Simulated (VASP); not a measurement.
# SiNi2 (P6_3/mmc) in VASP: a series of runs, part 2 of 2

VASP 6.6.1.

## 3. Single point, r2SCAN (uniaxial strain along c: -6.0 %)

POSCAR reads:

```
SiNi2
1.0
    3.9275886858      0.0000000000      0.0000000000
   -1.9637943429      3.4013915775      0.0000000000
    0.0000000000      0.0000000000      4.6312024674
Si Ni
2 4
Direct
    0.3333333331      0.6666666669      0.7500000000
    0.6666666669      0.3333333331      0.2500000000
    0.0000000000      0.0000000000      0.0000000000
    0.0000000000      0.0000000000      0.5000000000
    0.3333333332      0.6666666668      0.2500000000
    0.6666666668      0.3333333332      0.7500000000
```

INCAR.step1 reads:

```
SYSTEM = SiNi2
PREC     = Accurate       ! precision mode
ENCUT    = 520            ! plane-wave cutoff, eV
ISMEAR   = 0              ! smearing method
SIGMA    = 0.1            ! smearing width, eV
LREAL    = .FALSE.        ! projectors in reciprocal space
LASPH    = .TRUE.         ! aspherical terms in the spheres
NELM     = 100            ! most SCF steps
NBANDS   = 33             ! bands
GGA      = PE             ! functional
ALGO     = Normal         ! electronic algorithm
EDIFF    = 1E-4           ! SCF threshold, eV
LWAVE    = .TRUE.         ! write WAVECAR
LCHARG   = .FALSE.        ! write CHGCAR
```

INCAR.step2 reads:

```
SYSTEM = SiNi2
PREC     = Accurate       ! precision mode
ENCUT    = 520            ! plane-wave cutoff, eV
EDIFF    = 1E-7           ! SCF threshold, eV
ISMEAR   = 0              ! smearing method
SIGMA    = 0.1            ! smearing width, eV
LREAL    = .FALSE.        ! projectors in reciprocal space
LASPH    = .TRUE.         ! aspherical terms in the spheres
NELM     = 100            ! most SCF steps
ALGO     = Normal         ! electronic algorithm
ISIF     = 2              ! what is computed and relaxed
LWAVE    = .FALSE.        ! write WAVECAR
LCHARG   = .FALSE.        ! write CHGCAR
METAGGA  = R2SCAN         ! meta-GGA
LMIXTAU  = .TRUE.       
NBANDS   = 33             ! bands
ISTART   = 1
```

KPOINTS reads:

```
regular mesh
0
G
  12 12 8
  0 0 0
```

Potentials or basis: VASP PAW PBE potentials, release 64 (Si, Ni).

Launch:

```console
$ cat potpaw_PBE.64/Si/POTCAR potpaw_PBE.64/Ni/POTCAR > POTCAR
$ cp INCAR.step1 INCAR
$ mpirun -np 1 vasp_std > vasp.out
$ cp INCAR.step2 INCAR
$ mpirun -np 1 vasp_std > vasp.out
```

OUTCAR:

```text
SYSTEM = SiNi2
   PREC = Accurate
   ENCUT = 520
   EDIFF = 1E-7
   ISMEAR = 0
   LREAL = .FALSE.
   LASPH = .TRUE.
   NELM = 100
   ISIF = 2
   METAGGA = R2SCAN
   ISTART = 1

 ion  position               nearest neighbor table
   1  0.333  0.667  0.750-   6 2.27   6 2.27   6 2.27   5 2.32   5 2.32   3 2.55   4 2.55   4 2.55
                             3 2.55   4 2.55   3 2.55
   2  0.667  0.333  0.250-   5 2.27   5 2.27   5 2.27   6 2.32   6 2.32   3 2.55   4 2.55   3 2.55
                             4 2.55   3 2.55   4 2.55
   3  0.000  0.000  0.000-   4 2.32   4 2.32   1 2.55   2 2.55   6 2.55   5 2.55   5 2.55   6 2.55
                             6 2.55   5 2.55   1 2.55   2 2.55   1 2.55   2 2.55
   4  0.000  0.000  0.500-   3 2.32   3 2.32   1 2.55   2 2.55   6 2.55   5 2.55   5 2.55   6 2.55
                             6 2.55   5 2.55   1 2.55   2 2.55   1 2.55   2 2.55
   5  0.333  0.667  0.250-   2 2.27   2 2.27   2 2.27   1 2.32   1 2.32   3 2.55   4 2.55   4 2.55
                             3 2.55   4 2.55   3 2.55
   6  0.667  0.333  0.750-   1 2.27   1 2.27   1 2.27   2 2.32   2 2.32   3 2.55   4 2.55   3 2.55
                             4 2.55   3 2.55   4 2.55

  LATTYP: Found a hexagonal cell.
 ALAT       =     3.9275886858
 C/A-ratio  =     1.1791465038

  Lattice vectors:

 A1 = (   3.9275886858,   0.0000000000,   0.0000000000)
 A2 = (  -1.9637943429,   3.4013915775,   0.0000000000)
 A3 = (   0.0000000000,   0.0000000000,   4.6312024674)

Analysis of symmetry for initial positions (statically):
=====================================================================
 Subroutine PRICEL returns:
 Original cell was already a primitive cell.

 Routine SETGRP: Setting up the symmetry group for a
 hexagonal supercell.

 Subroutine GETGRP returns: Found 24 space group operations
 (whereof 12 operations were pure point group operations)
 out of a pool of 24 trial point group operations.

The static configuration has the point symmetry D_3d.
 The point group associated with its full space group is D_6h.

Analysis of symmetry for dynamics (positions and initial velocities):
=====================================================================
[... 145 lines left out ...]
   LHFCALC =     F    Hartree Fock is set to
   AEXX    =    0.0000 exact exchange contribution
   IVDW    =     0    specifies the selected vdW correction
   LEPSILON=     F    determine dielectric tensor
   LRPA    =     F    only Hartree local field effects (RPA)
 non-spin polarized calculation
 Gauss-broadening in eV      SIGMA  =   0.10
  energy-cutoff  :      520.00
  volume of cell :       61.87
 maximum number of plane-waves:      1691
 NGX is ok and might be reduce to    30
   NGX = 15   NGY = 15   NGZ = 17

 number of electron      48.0000059 magnetization

 Free energy of the ion-electron system (eV)
  ---------------------------------------------------
  ext. energy  EPLUGINS =         0.00000000
  ---------------------------------------------------
  free energy    TOTEN  =       -67.96986905 eV

  energy without entropy =      -67.95506785  energy(sigma->0) =      -67.96246845

 E-fermi :  11.8694     XC(G=0): -14.3523

 val. band max:       11.8657637941   @ k =   0.3333   0.2500   0.0000
 cond. band min:      11.8855605776   @ k =   0.2500   0.1667   0.3750
 fundamental gap:      0.0197967836
 Fermi energy:        11.8693977743

 k-point     1 :       0.0000    0.0000    0.0000
  band No.  band energies     occupation
      1      -1.8426      2.00000
      2       3.5289      2.00000
      3       5.0766      2.00000
      4       6.2119      2.00000
      5       6.2119      2.00000
      6       7.5287      2.00000
[... 853 lines left out ...]
     32      19.9188      0.00000
     33      20.3635      0.00000

 [... further k-points ...]

------------------------ aborting loop because EDIFF is reached ----------------------------------------

  FORCE on cell =-STRESS in cart. coord.  units (eV):
  Direction    XX          YY          ZZ          XY          YZ          ZX
  --------------------------------------------------------------------------------------
  -------------------------------------------------------------------------------------
  Total       -0.4140611     -0.4140611      9.9946500      0.0000000      0.0000000      0.0000000
  in kB      -10.7225620    -10.7225620    258.8223478      0.0000000      0.0000000      0.0000000
  external PRESSURE =      79.1257413 kB  Pullay stress =       0.0000000 kB

 VOLUME and BASIS-vectors are now :
 -----------------------------------------------------------------------------
  energy-cutoff  :      520.00
  volume of cell :       61.87
      direct lattice vectors                 reciprocal lattice vectors
     3.927588686  0.000000000  0.000000000     0.254609146  0.146998659  0.000000000
    -1.963794343  3.401391578  0.000000000     0.000000000  0.293997318  0.000000000
     0.000000000  0.000000000  4.631202467     0.000000000  0.000000000  0.215926643

 POSITION                                       TOTAL-FORCE (eV/Angst)
 -----------------------------------------------------------------------------------
     -0.00000      2.26759      3.47340        -0.000000     -0.000000      0.000000
      1.96379      1.13380      1.15780        -0.000000      0.000000      0.000000
      0.00000      0.00000      0.00000         0.000000     -0.000000      0.000000
      0.00000      0.00000      2.31560         0.000000     -0.000000      0.000000
     -0.00000      2.26759      1.15780         0.000000     -0.000000      0.000000
      1.96379      1.13380      3.47340        -0.000000      0.000000      0.000000
 -----------------------------------------------------------------------------------
    total drift:                                0.000000     -0.000000      0.000000

  FREE ENERGIE OF THE ION-ELECTRON SYSTEM (eV)
  ---------------------------------------------------
  free  energy   TOTEN  =       -67.9698690545 eV

  energy  without entropy=      -67.9550678493  energy(sigma->0) =      -67.96246845
```

Wall time 8.3 min (1 thread of Intel Xeon 6975P-C (Granite Rapids), shared host); peak memory 0.28 GiB.

What came out:

* Free energy: -67.9699 eV
* Pressure: 7.9 GPa
* Band gap on the k mesh: zero (bands 24 and 25 overlap by 3.23 eV)

Caveat: the cell differs from its parent crystal (uniaxial strain along c: -6.0 %); the cell stands under pressure; the PAW data sets were made with another functional, which shifts forces and pressure a little.

## 4. Single point, r2SCAN (uniaxial strain along c: -4.0 %, then relaxed in part)

POSCAR: that of step 3 with these lines changed.

```diff
@@ -2,5 +2,5 @@
 1.0
-    3.9275886858      0.0000000000      0.0000000000
-   -1.9637943429      3.4013915775      0.0000000000
-    0.0000000000      0.0000000000      4.6312024674
+    3.9019150449      0.0000000000      0.0000000000
+   -1.9509575224      3.3791575523      0.0000000000
+    0.0000000000      0.0000000000      4.7297386901
 Si Ni
```

INCAR.step1 reads:

```
  PREC = Accurate
  ENCUT = 520
  ISMEAR = 0
  SIGMA = 0.1
  LREAL = F
  LASPH = T
  NELM = 60
  NBANDS = 33
  GGA = PE
  ALGO = Normal
  EDIFF = 1E-4
  LWAVE = T
  LCHARG = F
```

INCAR.step2 reads:

```
  PREC = Accurate
  ENCUT = 520
  EDIFF = 1E-6
  ISMEAR = 0
  SIGMA = 0.1
  LREAL = F
  LASPH = T
  NELM = 60
  ALGO = Normal
  ISIF = 2
  LWAVE = F
  LCHARG = F
  METAGGA = R2SCAN
  LMIXTAU = T
  NBANDS = 33
  ISTART = 1
```

KPOINTS reads:

```
Automatic mesh
0
Gamma
  12 12 8
```

Potentials or basis: VASP PAW PBE potentials, release 64 (Si, Ni).

Launch:

```console
$ cat potpaw_PBE.64/Si/POTCAR potpaw_PBE.64/Ni/POTCAR > POTCAR
$ cp INCAR.step1 INCAR
$ mpirun -np 1 vasp_std > vasp.out
$ cp INCAR.step2 INCAR
$ mpirun -np 1 vasp_std > vasp.out
```

OUTCAR:

```text
PREC = Accurate
   ENCUT = 520
   EDIFF = 1E-6
   ISMEAR = 0
   LREAL = F
   LASPH = T
   NELM = 60
   ISIF = 2
   METAGGA = R2SCAN
   ISTART = 1

 ion  position               nearest neighbor table
   1  0.333  0.667  0.750-   6 2.25   6 2.25   6 2.25   5 2.36   5 2.36   3 2.54   4 2.54   4 2.54
                             3 2.54   4 2.54   3 2.54
   2  0.667  0.333  0.250-   5 2.25   5 2.25   5 2.25   6 2.36   6 2.36   3 2.54   4 2.54   3 2.54
                             4 2.54   3 2.54   4 2.54
   3  0.000  0.000  0.000-   4 2.36   4 2.36   1 2.54   2 2.54   6 2.54   5 2.54   5 2.54   6 2.54
                             6 2.54   5 2.54   1 2.54   2 2.54   1 2.54   2 2.54
   4  0.000  0.000  0.500-   3 2.36   3 2.36   1 2.54   2 2.54   6 2.54   5 2.54   5 2.54   6 2.54
                             6 2.54   5 2.54   1 2.54   2 2.54   1 2.54   2 2.54
   5  0.333  0.667  0.250-   2 2.25   2 2.25   2 2.25   1 2.36   1 2.36   3 2.54   4 2.54   4 2.54
                             3 2.54   4 2.54   3 2.54
   6  0.667  0.333  0.750-   1 2.25   1 2.25   1 2.25   2 2.36   2 2.36   3 2.54   4 2.54   3 2.54
                             4 2.54   3 2.54   4 2.54

  LATTYP: Found a hexagonal cell.
 ALAT       =     3.9019150449
 C/A-ratio  =     1.2121582955

  Lattice vectors:

 A1 = (   3.9019150449,   0.0000000000,   0.0000000000)
 A2 = (  -1.9509575224,   3.3791575523,   0.0000000000)
 A3 = (   0.0000000000,   0.0000000000,   4.7297386901)

Analysis of symmetry for initial positions (statically):
=====================================================================
 Subroutine PRICEL returns:
 Original cell was already a primitive cell.

 Routine SETGRP: Setting up the symmetry group for a
 hexagonal supercell.

 Subroutine GETGRP returns: Found 24 space group operations
 (whereof 12 operations were pure point group operations)
 out of a pool of 24 trial point group operations.

The static configuration has the point symmetry D_3d.
 The point group associated with its full space group is D_6h.

Analysis of symmetry for dynamics (positions and initial velocities):
=====================================================================
 Subroutine PRICEL returns:
 Original cell was already a primitive cell.

 Routine SETGRP: Setting up the symmetry group for a
 hexagonal supercell.

 Subroutine GETGRP returns: Found 24 space group operations
 (whereof 12 operations were pure point group operations)
 out of a pool of 24 trial point group operations.

The dynamic configuration has the point symmetry D_3d.
 The point group associated with its full space group is D_6h.

 Subroutine INISYM returns: Found 24 space group operations
 (whereof 12 operations are pure point group operations),
 and found     1 'primitive' translations

----------------------------------------------------------------------------------------

                                     Primitive cell

  volume of cell :      62.3625

  direct lattice vectors                    reciprocal lattice vectors
     3.901915045  0.000000000  0.000000000     0.256284411  0.147965874  0.000000000
    -1.950957522  3.379157552  0.000000000     0.000000000  0.295931748  0.000000000
     0.000000000  0.000000000  4.729738690     0.000000000  0.000000000  0.211428171

  length of vectors
     3.901915045  3.901915045  4.729738690     0.295931748  0.295931748  0.211428171

  position of ions in fractional coordinates (direct lattice)
     0.333333333  0.666666667  0.750000000
     0.666666667  0.333333333  0.250000000
[... 65 lines left out ...]
  0.333333  0.000000  0.125000     12.000000
 [... further k-points ...]
   k-points           NKPTS =     95   k-points in BZ     NKDIM =     95   number of bands    NBANDS=     33
   number of dos      NEDOS =    301   number of ions     NIONS =      6
   total plane-waves  NPLWV =  32400
   dimension x,y,z NGX =    30 NGY =   30 NGZ =   36
   dimension x,y,z NGXF=    60 NGYF=   60 NGZF=   72
   ions per type =               2   4
   NGX,Y,Z   is equivalent  to a cutoff of  12.78, 12.78, 12.65 a.u.
   NGXF,Y,Z  is equivalent  to a cutoff of  25.56, 25.56, 25.31 a.u.
 SYSTEM =  unknown system
   PREC   = accura    normal or accurate (medium, high low for compatibility)
   ISTART =      1    job   : 0-new  1-cont  2-samecut
   ICHARG =      0    charge: 1-file 2-atom 10-const
   ISPIN  =      1    spin polarized calculation?
   LNONCOLLINEAR =      F non collinear calculations
   LSORBIT =      F    spin-orbit coupling
   LASPH  =      T    aspherical Exc in radial PAW
   ENCUT  =  520.0 eV  38.22 Ry    6.18 a.u.   7.25  7.25  8.79*2*pi/ulx,y,z
   NELM   =     60;   NELMIN=  2; NELMDL=  0     # of ELM steps
   EDIFF  = 0.1E-05   stopping-criterion for ELM
   LREAL  =      F    real-space projection
   EDIFFG = 0.1E-04   stopping-criterion for IOM
   NSW    =      0    number of steps for IOM
   IBRION =     -1    ionic relax: 0-MD 1-quasi-New 2-CG
   NFREE  =      0    steps in history (QN), initial steepest desc. (CG)
   ISIF   =      2    stress and relaxation
   ISYM   =      2    0-nonsym 1-usesym 2-fastsym
   POTIM  = 0.5000    time-step for ionic-motion
   TEBEG  =    0.0;   TEEND  =   0.0 temperature during run
   PSTRESS=    0.0 pullay stress
   NELECT =      48.0000    total number of electrons
   NUPDOWN=      -1.0000    fix difference up-down
   EMIN   =  10.00;   EMAX   =-10.00  energy-range for DOS
   EFERMI =   0.00;   METHOD = LEGACY
   ISMEAR =     0;   SIGMA  =   0.10  broadening in eV -4-tet -1-fermi 0-gaus
   EFERMI_NEDOS =   21; number of points for ismear=-14 and -15
   IALGO  =     38    algorithm
   IMIX   =      4    mixing-type and parameters
     AMIX     =   0.40;   BMIX     =  1.00
     AMIX_MAG =   1.60;   BMIX_MAG =  1.00
  volume/ion in A,a.u.               =      10.39        70.14
  Fermi-wavevector in a.u.,A,eV,Ry     =   1.500309  2.835173 30.625731  2.250928
  Thomas-Fermi vector in A             =   2.611826
   LORBIT       =      0    0 simple, 1 ext, 2 COOP (PROOUT), +10 PAW based schemes
   METAGGA = R2SCAN    functional components
   LHFCALC =     F    Hartree Fock is set to
   AEXX    =    0.0000 exact exchange contribution
   IVDW    =     0    specifies the selected vdW correction
   LEPSILON=     F    determine dielectric tensor
   LRPA    =     F    only Hartree local field effects (RPA)
 non-spin polarized calculation
 Gauss-broadening in eV      SIGMA  =   0.10
  energy-cutoff  :      520.00
  volume of cell :       62.36
 maximum number of plane-waves:      1707
 NGX is ok and might be reduce to    30
   NGX = 15   NGY = 15   NGZ = 17

 number of electron      47.9999997 magnetization

 Free energy of the ion-electron system (eV)
  ---------------------------------------------------
  ext. energy  EPLUGINS =         0.00000000
  ---------------------------------------------------
  free energy    TOTEN  =       -68.14093346 eV

  energy without entropy =      -68.12512470  energy(sigma->0) =      -68.13302908

 E-fermi :  11.7371     XC(G=0): -14.3025

 val. band max:       11.7334251173   @ k =   0.2500   0.1667   0.1250
 cond. band min:      11.7533561086   @ k =   0.3333   0.2500   0.0000
 fundamental gap:      0.0199309913
 Fermi energy:        11.7370564821

 k-point     1 :       0.0000    0.0000    0.0000
  band No.  band energies     occupation
      1      -1.8909      2.00000
      2       3.2894      2.00000
      3       4.8624      2.00000
      4       6.1364      2.00000
      5       6.1364      2.00000
      6       7.4874      2.00000
[... 853 lines left out ...]
     32      19.7680      0.00000
     33      20.3581      0.00000

 [... further k-points ...]

------------------------ aborting loop because EDIFF is reached ----------------------------------------

  FORCE on cell =-STRESS in cart. coord.  units (eV):
  Direction    XX          YY          ZZ          XY          YZ          ZX
  --------------------------------------------------------------------------------------
  -------------------------------------------------------------------------------------
  Total        0.1279458      0.1279458      6.1861618      0.0000000      0.0000000      0.0000000
  in kB        3.2871030      3.2871030    158.9309420      0.0000000      0.0000000      0.0000000
  external PRESSURE =      55.1683827 kB  Pullay stress =       0.0000000 kB

 VOLUME and BASIS-vectors are now :
 -----------------------------------------------------------------------------
  energy-cutoff  :      520.00
  volume of cell :       62.36
      direct lattice vectors                 reciprocal lattice vectors
     3.901915045  0.000000000  0.000000000     0.256284411  0.147965874  0.000000000
    -1.950957522  3.379157552  0.000000000     0.000000000  0.295931748  0.000000000
     0.000000000  0.000000000  4.729738690     0.000000000  0.000000000  0.211428171

 POSITION                                       TOTAL-FORCE (eV/Angst)
 -----------------------------------------------------------------------------------
     -0.00000      2.25277      3.54730         0.000000      0.000000      0.000000
      1.95096      1.12639      1.18243        -0.000000     -0.000000      0.000000
      0.00000      0.00000      0.00000         0.000000     -0.000000      0.000000
      0.00000      0.00000      2.36487         0.000000     -0.000000      0.000000
     -0.00000      2.25277      1.18243        -0.000000      0.000000      0.000000
      1.95096      1.12639      3.54730         0.000000     -0.000000      0.000000
 -----------------------------------------------------------------------------------
    total drift:                                0.000000     -0.000000      0.000000

  FREE ENERGIE OF THE ION-ELECTRON SYSTEM (eV)
  ---------------------------------------------------
  free  energy   TOTEN  =       -68.1409334646 eV

  energy  without entropy=      -68.1251246991  energy(sigma->0) =      -68.13302908
```

Wall time 7.1 min (1 thread of Intel Xeon 6975P-C (Granite Rapids), shared host); peak memory 0.28 GiB.

What came out:

```
Free energy            : -68.1409 eV
Pressure               : 5.5 GPa
Band gap on the k mesh : zero (bands 24 and 25 overlap by 3.46 eV)
```

Caveat: the cell differs from its parent crystal (uniaxial strain along c: -4.0 %, then relaxed in part); the cell stands under pressure; the PAW data sets were made with another functional, which shifts forces and pressure a little.

## 5. Overview

```csv
cell,gap on the mesh (eV),pressure (GPa)
"a = 3.919, b = 3.919, c = 4.631 Å, angles 90.0, 90.0, 120.0°, 6 atoms",none,9.1
"a = 3.928, b = 3.928, c = 4.631 Å, angles 90.0, 90.0, 120.0°, 6 atoms",none,7.9
"a = 3.902, b = 3.902, c = 4.730 Å, angles 90.0, 90.0, 120.0°, 6 atoms",none,5.5
```

Alike in all rows: task single point; level r2SCAN; potentials or basis VASP PAW PBE potentials, release 64 (Si, Ni); no spin polarisation; k mesh 12 × 12 × 8; cutoff (eV) 520; smearing gaussian 0.1 eV.

Caveats: the cell stands under pressure; the PAW data sets were made with another functional, which shifts forces and pressure a little.

Absolute energies hang on the potentials; compare differences alone.
